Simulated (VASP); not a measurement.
# GePt (Pnma) in VASP: single point with PBE

Aim: the single point of GePt with PBE.

Program: VASP 6.6.1. These are calculated values, not measurements. Logs are shortened: lines on timing, memory, paths and dates and some standing lists are left out, and cuts for length are marked.

## 1. The cell of the first run

Symmetry: Pnma, No. 62, orthorhombic system. Conventional cell: a = 5.827 Å, b = 3.752 Å, c = 6.176 Å, α = 90.00°, β = 90.00°, γ = 90.00°. Ge (site symmetry m) has 6 Pt at 2.51 to 2.70 Å and 2 Ge at 3.07 Å within 3.3 Å. Pt (site symmetry m) has 6 Ge at 2.51 to 2.70 Å and 4 Pt at 3.00 to 3.03 Å within 3.3 Å.

## 2. Single point, PBE

Contents of INCAR:

```
PREC     = Accurate       # precision mode
ENCUT    = 520            # plane-wave cutoff, eV
EDIFF    = 1E-6           # SCF threshold, eV
ISMEAR   = 0              # smearing method
SIGMA    = 0.1            # smearing width, eV
LREAL    = Auto         
LASPH    = True           # aspherical terms in the spheres
NELM     = 80             # most SCF steps
ALGO     = Normal         # electronic algorithm
ISIF     = 2              # what is computed and relaxed
LWAVE    = False          # write WAVECAR
LCHARG   = False          # write CHGCAR
GGA      = PE             # functional
NBANDS   = 110            # bands
```

Contents of KPOINTS:

```
Automatic mesh
0
Gamma
  6 6 6
```

Contents of POSCAR:

```
GePt
1.0
   -5.8273365332     -3.7523530978      0.0000000000
    5.8273365332     -3.7523530978      0.0000000000
    0.0000000000      3.7523530978      6.1757639963
Ge Pt
8 8
Direct
    0.0124656978      0.8258244976      0.5882901955
    0.5124656978      0.3258244976      0.5882901955
    0.4875343022      0.6741755024      0.4117098045
    0.9875343022      0.1741755024      0.4117098045
    0.0758244976      0.7624656978      0.0882901955
    0.5758244976      0.2624656978      0.0882901955
    0.4241755024      0.7375343022      0.9117098045
    0.9241755024      0.2375343022      0.9117098045
    0.2203247426      0.2221554991      0.1924802417
    0.7203247426      0.7221554991      0.1924802417
    0.2796752574      0.2778445009      0.8075197583
    0.7796752574      0.7778445009      0.8075197583
    0.4721554991      0.9703247426      0.6924802417
    0.9721554991      0.4703247426      0.6924802417
    0.0278445009      0.5296752574      0.3075197583
    0.5278445009      0.0296752574      0.3075197583
```

Potentials or basis: VASP PAW PBE potentials, release 64 (Ge_d, Pt).

Started as:

```
$ cat potpaw_PBE.64/Ge_d/POTCAR potpaw_PBE.64/Pt/POTCAR > POTCAR
$ mpirun -np 1 vasp_std > vasp.out
```

OUTCAR:

```text
PREC = Accurate
   ENCUT = 520
   EDIFF = 1E-6
   ISMEAR = 0
   LREAL = Auto
   LASPH = True
   NELM = 80
   ISIF = 2
   GGA = PE

 ion  position               nearest neighbor table
   1  0.012  0.826  0.588-  15 2.51  12 2.55  11 2.55  10 2.68  14 2.70  13 2.70
   2  0.512  0.326  0.588-  16 2.51  11 2.55  12 2.55   9 2.68  13 2.70  14 2.70
   3  0.488  0.674  0.412-  13 2.51  10 2.55   9 2.55  12 2.68  16 2.70  15 2.70
   4  0.988  0.174  0.412-  14 2.51   9 2.55  10 2.55  11 2.68  15 2.70  16 2.70
   5  0.076  0.762  0.088-  12 2.51  15 2.55  16 2.55  14 2.68  10 2.70   9 2.70
   6  0.576  0.262  0.088-  11 2.51  16 2.55  15 2.55  13 2.68   9 2.70  10 2.70
   7  0.424  0.738  0.912-  10 2.51  13 2.55  14 2.55  16 2.68  12 2.70  11 2.70
   8  0.924  0.238  0.912-   9 2.51  14 2.55  13 2.55  15 2.68  11 2.70  12 2.70
   9  0.220  0.222  0.192-   8 2.51   4 2.55   3 2.55   2 2.68   6 2.70   5 2.70  15 3.00  16 3.00
                            11 3.03  12 3.03
  10  0.720  0.722  0.192-   7 2.51   3 2.55   4 2.55   1 2.68   5 2.70   6 2.70  15 3.00  16 3.00
                            11 3.03  12 3.03
  11  0.280  0.278  0.808-   6 2.51   2 2.55   1 2.55   4 2.68   8 2.70   7 2.70  13 3.00  14 3.00
                             9 3.03  10 3.03
  12  0.780  0.778  0.808-   5 2.51   1 2.55   2 2.55   3 2.68   7 2.70   8 2.70  13 3.00  14 3.00
                             9 3.03  10 3.03
  13  0.472  0.970  0.692-   3 2.51   7 2.55   8 2.55   6 2.68   2 2.70   1 2.70  11 3.00  12 3.00
                            15 3.03  16 3.03
  14  0.972  0.470  0.692-   4 2.51   8 2.55   7 2.55   5 2.68   1 2.70   2 2.70  11 3.00  12 3.00
                            15 3.03  16 3.03
  15  0.028  0.530  0.308-   1 2.51   5 2.55   6 2.55   8 2.68   4 2.70   3 2.70   9 3.00  10 3.00
                            13 3.03  14 3.03
  16  0.528  0.030  0.308-   2 2.51   6 2.55   5 2.55   7 2.68   3 2.70   4 2.70   9 3.00  10 3.00
                            13 3.03  14 3.03

  LATTYP: Found a face centered orthorhombic cell.
 ALAT       =     7.5047061956
 B/A-ratio  =     1.5529819240
 C/A-ratio  =     1.6458376478

  Lattice vectors:

 A1 = (   5.8273365332,   0.0000000000,   6.1757639963)
 A2 = (   0.0000000000,  -3.7523530978,   6.1757639963)
 A3 = (   5.8273365332,  -3.7523530978,   0.0000000000)

Analysis of symmetry for initial positions (statically):
=====================================================================
 Subroutine PRICEL returns following result:

  LATTYP: Found a simple orthorhombic cell.
 ALAT       =     3.7523530978
 B/A-ratio  =     1.5529819240
 C/A-ratio  =     1.6458376478

  Lattice vectors:

 A1 = (   0.0000000000,  -3.7523530978,   0.0000000000)
 A2 = (   5.8273365332,   0.0000000000,   0.0000000000)
 A3 = (   0.0000000000,   0.0000000000,   6.1757639963)

   2 primitive cells build up your supercell.

 Routine SETGRP: Setting up the symmetry group for a
 face centered orthorhombic supercell.

 Subroutine GETGRP returns: Found  8 space group operations
 (whereof  2 operations were pure point group operations)
 out of a pool of  8 trial point group operations.

The static configuration has the point symmetry S_2 .
 The point group associated with its full space group is D_2h.

Analysis of symmetry for dynamics (positions and initial velocities):
=====================================================================
 Subroutine PRICEL returns following result:

  LATTYP: Found a simple orthorhombic cell.
 ALAT       =     3.7523530978
 B/A-ratio  =     1.5529819240
 C/A-ratio  =     1.6458376478

  Lattice vectors:

 A1 = (   0.0000000000,  -3.7523530978,   0.0000000000)
 A2 = (   5.8273365332,   0.0000000000,   0.0000000000)
 A3 = (   0.0000000000,   0.0000000000,   6.1757639963)

   2 primitive cells build up your supercell.

 Routine SETGRP: Setting up the symmetry group for a
 face centered orthorhombic supercell.

 Subroutine GETGRP returns: Found  8 space group operations
 (whereof  2 operations were pure point group operations)
 out of a pool of  8 trial point group operations.

The dynamic configuration has the point symmetry S_2 .
 The point group associated with its full space group is D_2h.

 Subroutine INISYM returns: Found  8 space group operations
 (whereof  2 operations are pure point group operations),
 and found     2 'primitive' translations

----------------------------------------------------------------------------------------

                                     Primitive cell

  volume of cell :     135.0406

  direct lattice vectors                    reciprocal lattice vectors
     0.000000000 -3.752353098  0.000000000     0.000000000 -0.266499440  0.000000000
     5.827336533  0.000000000  0.000000000     0.171604985  0.000000000  0.000000000
     0.000000000  0.000000000  6.175763996     0.000000000  0.000000000  0.161923286

  length of vectors
     3.752353098  5.827336533  6.175763996     0.266499440  0.171604985  0.161923286

  position of ions in fractional coordinates (direct lattice)
     0.250000000  0.813358800  0.588290196
     0.750000000  0.186641200  0.411709804
     0.750000000  0.686641200  0.088290196
     0.250000000  0.313358800  0.911709804
     0.250000000  0.001830756  0.192480242
     0.750000000  0.998169244  0.807519758
     0.750000000  0.498169244  0.692480242
     0.250000000  0.501830756  0.307519758

  ion indices of the primitive-cell ions
   primitive index   ion index
                 1           1
                 2           4
                 3           5
                 4           7
                 5          10
                 6          12
                 7          14
                 8          15

----------------------------------------------------------------------------------------

 KPOINTS: Automatic mesh

Automatic generation of k-mesh.
 Grid dimensions read from file:
 generate k-points for:    6    6    6

 Generating k-lattice:

  Cartesian coordinates                     Fractional coordinates (reciprocal lattice)
    -0.014300415 -0.022208287  0.013493607     0.166666667 -0.000000000  0.000000000
     0.014300415 -0.022208287  0.013493607    -0.000000000  0.166666667  0.000000000
     0.000000000  0.000000000  0.026987214     0.000000000  0.000000000  0.166666667

  Length of vectors
     0.029661209  0.029661209  0.026987214

  Shift w.r.t. Gamma in fractional coordinates (k-lattice)
     0.000000000  0.000000000  0.000000000

 Subroutine IBZKPT returns following result:
 ===========================================

 Found     46 irreducible k-points:

 Following reciprocal coordinates:
            Coordinates               Weight
  0.000000  0.000000  0.000000      1.000000
  0.166667  0.000000  0.000000      8.000000
  0.333333 -0.000000  0.000000      8.000000
  0.500000 -0.000000  0.000000      4.000000
  0.166667  0.166667  0.000000      4.000000
  0.333333  0.166667  0.000000      8.000000
[... 16 lines left out ...]
  0.333333  0.333333  0.166667      2.000000
 -0.333333  0.333333  0.166667      4.000000
 [... further k-points ...]
   k-points           NKPTS =     46   k-points in BZ     NKDIM =     46   number of bands    NBANDS=    110
   number of dos      NEDOS =    301   number of ions     NIONS =     16
   total plane-waves  NPLWV = 157464
   dimension x,y,z NGX =    54 NGY =   54 NGZ =   54
   dimension x,y,z NGXF=   108 NGYF=  108 NGZF=  108
   ions per type =               8   8
   NGX,Y,Z   is equivalent  to a cutoff of  12.95, 12.95, 12.42 a.u.
   NGXF,Y,Z  is equivalent  to a cutoff of  25.90, 25.90, 24.85 a.u.
 SYSTEM =  unknown system
   PREC   = accura    normal or accurate (medium, high low for compatibility)
   ISTART =      0    job   : 0-new  1-cont  2-samecut
   ICHARG =      2    charge: 1-file 2-atom 10-const
   ISPIN  =      1    spin polarized calculation?
   LNONCOLLINEAR =      F non collinear calculations
   LSORBIT =      F    spin-orbit coupling
   LASPH  =      T    aspherical Exc in radial PAW
   ENCUT  =  520.0 eV  38.22 Ry    6.18 a.u.  12.89 12.89 13.44*2*pi/ulx,y,z
   NELM   =     80;   NELMIN=  2; NELMDL= -5     # of ELM steps
   EDIFF  = 0.1E-05   stopping-criterion for ELM
   LREAL  =      T    real-space projection
   EDIFFG = 0.1E-04   stopping-criterion for IOM
   NSW    =      0    number of steps for IOM
   IBRION =     -1    ionic relax: 0-MD 1-quasi-New 2-CG
   NFREE  =      0    steps in history (QN), initial steepest desc. (CG)
   ISIF   =      2    stress and relaxation
   ISYM   =      2    0-nonsym 1-usesym 2-fastsym
   POTIM  = 0.5000    time-step for ionic-motion
   TEBEG  =    0.0;   TEEND  =   0.0 temperature during run
   PSTRESS=    0.0 pullay stress
   NELECT =     192.0000    total number of electrons
   NUPDOWN=      -1.0000    fix difference up-down
   EMIN   =  10.00;   EMAX   =-10.00  energy-range for DOS
   EFERMI =   0.00;   METHOD = LEGACY
   ISMEAR =     0;   SIGMA  =   0.10  broadening in eV -4-tet -1-fermi 0-gaus
   EFERMI_NEDOS =   21; number of points for ismear=-14 and -15
   IALGO  =     38    algorithm
   IMIX   =      4    mixing-type and parameters
     AMIX     =   0.40;   BMIX     =  1.00
     AMIX_MAG =   1.60;   BMIX_MAG =  1.00
  volume/ion in A,a.u.               =      16.88       113.91
  Fermi-wavevector in a.u.,A,eV,Ry     =   1.461090  2.761060 29.045514  2.134785
  Thomas-Fermi vector in A             =   2.577463
   LORBIT       =      0    0 simple, 1 ext, 2 COOP (PROOUT), +10 PAW based schemes
   GGA     = PE    functional components
   LHFCALC =     F    Hartree Fock is set to
   AEXX    =    0.0000 exact exchange contribution
   IVDW    =     0    specifies the selected vdW correction
   LEPSILON=     F    determine dielectric tensor
   LRPA    =     F    only Hartree local field effects (RPA)
 non-spin polarized calculation
 Gauss-broadening in eV      SIGMA  =   0.10
  energy-cutoff  :      520.00
  volume of cell :      270.08
 maximum number of plane-waves:      7318
 NGX is ok and might be reduce to    54
   NGX = 25   NGY = 25   NGZ = 27

 number of electron     191.9999980 magnetization

 Free energy of the ion-electron system (eV)
  ---------------------------------------------------
  ext. energy  EPLUGINS =         0.00000000
  ---------------------------------------------------
  free energy    TOTEN  =       -92.38264129 eV

  energy without entropy =      -92.36368199  energy(sigma->0) =      -92.37316164

 E-fermi :   9.0731     XC(G=0): -12.2124

 val. band max:        9.0582095939   @ k =  -0.3333   0.3333   0.5000
 cond. band min:       9.0778529665   @ k =   0.0000   0.0000   0.5000
 fundamental gap:      0.0196433725
 Fermi energy:         9.0730663801

 k-point     1 :       0.0000    0.0000    0.0000
  band No.  band energies     occupation
      1     -16.0246      2.00000
      2     -16.0181      2.00000
      3     -16.0172      2.00000
      4     -16.0148      2.00000
      5     -16.0136      2.00000
      6     -16.0136      2.00000
[... 100 lines left out ...]
    107      12.0847      0.00000
    108      12.2842      0.00000

 k-point     2 :       0.1667    0.0000    0.0000
  band No.  band energies     occupation
      1     -16.0246      2.00000
      2     -16.0179      2.00000
      3     -16.0170      2.00000
      4     -16.0169      2.00000
      5     -16.0166      2.00000
      6     -16.0132      2.00000
[... 2434 lines left out ...]
 k-point    24 :      -0.3333    0.3333    0.1667
  band No.  band energies     occupation
      1     -16.0221      2.00000
      2     -16.0189      2.00000
      3     -16.0164      2.00000
      4     -16.0149      2.00000
      5     -16.0144      2.00000
      6     -16.0144      2.00000
[... 100 lines left out ...]
    107      12.2140      0.00000
    108      12.3930      0.00000

 [... further k-points ...]

 [bands above 108 left out]

------------------------ aborting loop because EDIFF is reached ----------------------------------------

  FORCE on cell =-STRESS in cart. coord.  units (eV):
  Direction    XX          YY          ZZ          XY          YZ          ZX
  --------------------------------------------------------------------------------------
  -------------------------------------------------------------------------------------
  Total       -0.0799830     -0.0724418     -0.0673766     -0.0000000      0.0000000      0.0000000
  in kB       -0.4744756     -0.4297396     -0.3996918     -0.0000000      0.0000000      0.0000000
  external PRESSURE =      -0.4346357 kB  Pullay stress =       0.0000000 kB

 VOLUME and BASIS-vectors are now :
 -----------------------------------------------------------------------------
  energy-cutoff  :      520.00
  volume of cell :      270.08
      direct lattice vectors                 reciprocal lattice vectors
    -5.827336533 -3.752353098  0.000000000    -0.085802493 -0.133249720  0.080961643
     5.827336533 -3.752353098  0.000000000     0.085802493 -0.133249720  0.080961643
     0.000000000  3.752353098  6.175763996     0.000000000  0.000000000  0.161923286

 POSITION                                       TOTAL-FORCE (eV/Angst)
 -----------------------------------------------------------------------------------
      4.73972     -0.93809      3.63314         0.003431     -0.000000      0.004504
     -1.08762     -0.93809      3.63314         0.003431     -0.000000      0.004504
      1.08762     -2.81426      2.54262        -0.003431      0.000000     -0.004504
     -4.73972     -2.81426      2.54262        -0.003431      0.000000     -0.004504
      4.00129     -2.81426      0.54526        -0.003431     -0.000000      0.004504
     -1.82605     -2.81426      0.54526        -0.003431     -0.000000      0.004504
[... 8 lines left out ...]
      2.92434     -0.93809      1.89917         0.002689     -0.000000     -0.001665
     -2.90300     -0.93809      1.89917         0.002689     -0.000000     -0.001665
 -----------------------------------------------------------------------------------
    total drift:                                0.000000      0.000001      0.000000

  FREE ENERGIE OF THE ION-ELECTRON SYSTEM (eV)
  ---------------------------------------------------
  free  energy   TOTEN  =       -92.3826412890 eV

  energy  without entropy=      -92.3636819946  energy(sigma->0) =      -92.37316164
```

Wall time 53 min (1 thread of Intel Xeon Platinum 8259CL at 2.50GHz (Skylake/Cascade Lake), shared host); peak memory 0.95 GiB.

What came out:

```
Free energy            : -92.3826 eV
Pressure               : 0.0 GPa
Largest force          : 0.006 eV/Å
Band gap on the k mesh : zero (bands 96 and 97 overlap by 0.83 eV)
```

Forces in eV/Å, atoms in the order of the input:
```
Ge   0.003  0.000  0.005
Ge   0.003  0.000  0.005
Ge  -0.003  0.000 -0.005
Ge  -0.003  0.000 -0.005
Ge  -0.003  0.000  0.005
Ge  -0.003  0.000  0.005
Ge   0.003  0.000 -0.005
Ge   0.003  0.000 -0.005
Pt   0.003  0.000  0.002
Pt   0.003  0.000  0.002
Pt  -0.003  0.000 -0.002
Pt  -0.003  0.000 -0.002
Pt  -0.003  0.000  0.002
Pt  -0.003  0.000  0.002
Pt   0.003  0.000 -0.002
Pt   0.003  0.000 -0.002
```

Caveat: spin-orbit coupling is left out, which moves the levels of the heavy elements.
